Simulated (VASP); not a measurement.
MgO: single point with revPBE+D3(BJ)

Crystal: MgO.

```
Mg O
1.0
     0.00000    2.13515    2.13515
     2.13515    0.00000    2.13515
     2.13515    2.13515    0.00000
Mg O
1 1
Direct
  0.00000 0.00000 0.00000
  0.50000 0.50000 0.50000
```

| Item | Value |
| --- | --- |
| Program | VASP 6.6.1 |
| Task | single point |
| Functional | revPBE |
| Dispersion | D3(BJ) |
| Potentials or basis | VASP PAW PBE potentials, release 64 (Mg, O) |
| Cutoff | 520 eV |
| k mesh | 10 × 10 × 10 |
| Occupations | gaussian, width 0.05 eV |
| Spin | no spin polarisation |
| Dipole correction | no |
| Further INCAR settings | ALGO = Normal; EDIFF = 1e-07; NBANDS = 11 |

| Quantity | Value |
| --- | --- |
| Pressure | -8.3 GPa |
| Band gap on the k mesh | 4.42 eV, direct |
| Dispersion energy per atom | -0.548 eV |

Levels at points of the mesh, in eV from the valence-band top:
| k point | band 1 | band 2 | band 3 | band 4 | band 5 | band 6 | band 7 | band 8 |
| --- | --- | --- | --- | --- | --- | --- | --- | --- |
| (0.00, 0.00, 0.00) | -17.11 | 0.00 | 0.00 | 0.00 | 4.42 | 15.67 | 15.67 | 15.67 |
| (0.50, 0.00, 0.00) | -15.95 | -4.41 | -0.61 | -0.61 | 7.72 | 12.25 | 16.01 | 16.01 |
| (0.50, 0.50, 0.00) | -15.71 | -3.90 | -1.28 | -1.28 | 9.15 | 9.68 | 12.76 | 18.50 |

It took 6.7 s on 1 thread of Intel(R) Xeon(R) Platinum 8488C (Sapphire Rapids), with other jobs on the host, peak memory 0.15 GiB.

Caveat: the PAW data sets were made with another functional, which shifts forces and pressure a little. As with any semilocal functional, this revPBE gap is likely too small.
